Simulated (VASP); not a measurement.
A run of VASP 6.6.1:

The input INCAR:

```
SYSTEM = BiTe
PREC = Accurate ; ENCUT = 520
EDIFF = 1E-6 ; ISMEAR = 0
SIGMA = 0.15 ; LREAL = .FALSE.
LASPH = .TRUE. ; NELM = 80
ALGO = Normal ; ISIF = 2
LWAVE = .FALSE. ; LCHARG = .TRUE.
GGA = PS ; LELF = .TRUE.
LVHAR = .TRUE. ; NBANDS = 18
```

File KPOINTS:

```
Automatic mesh
0
G
  18 18 18
  0 0 0
```

File POSCAR:

```
BiTe
1.0
    2.3992465521      1.3852056427      3.3069395124
   -2.3992465521      1.3852056427      3.3069395124
    0.0000000000     -2.7704112854      3.3069395124
Bi Te
1 1
Direct
    0.5000000000      0.5000000000      0.5000000000
    0.0000000000      0.0000000000      0.0000000000
```

Potentials or basis: VASP PAW PBE potentials, release 64 (Bi_d, Te).

Command:

```bash
$ cat potpaw_PBE.64/Bi_d/POTCAR potpaw_PBE.64/Te/POTCAR > POTCAR
$ mpirun -np 1 vasp_std > vasp.out
```

Hardware: 1 thread of Intel(R) Xeon(R) Platinum 8259CL CPU @ 2.50GHz (Skylake/Cascade Lake), with other jobs on the host.

Question: Estimate the wall time of this run.

Answer: Wall time 6 min on 1 thread of Intel(R) Xeon(R) Platinum 8259CL CPU @ 2.50GHz (Skylake/Cascade Lake), on a shared host, peak memory 0.72 GiB. Counts: scf iterations 12, k points 580.
